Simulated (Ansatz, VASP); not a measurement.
## MgO: VASP beside Ansatz

```xyz
2
Lattice="0.2644 2.2472 2.2472 2.2472 0.2644 2.2472 2.2472 2.2472 0.2644" Properties=species:S:1:pos:R:3 pbc="T T T"
Mg    0.0000    0.0000    0.0000
O     2.3794    2.3794    2.3794
```

Alike in both runs: task single point; functional PBEsol; k mesh 10 × 10 × 10; occupations gaussian, width 0.05 eV; no spin polarisation.

|  | VASP | Ansatz |
| --- | --- | --- |
| version | VASP 6.6.1 | Ansatz 0.2.0 |
| potentials or method | VASP PAW PBE potentials, release 64 (Mg, O), cutoff 520 eV | scalar-relativistic, plane waves, PAW |
| valence electrons in the cell | 8 | 16 |

```csv
,VASP,Ansatz,Ansatz less VASP
gap on the k mesh at the Fermi level (eV),3.25,3.26,+0.007
least direct gap on the mesh (eV),3.25,3.26,+0.007
pressure (GPa),0.3,0.8,+0.50
"traceless stress, the component that is largest in VASP (GPa)",-22.15,-22.00,+0.144
```

VASP's potentials were made for PBE, not for PBEsol. VASP's potentials hold 8 valence electrons a cell and Ansatz's 16, so a difference there can come from the potentials and not from the codes.
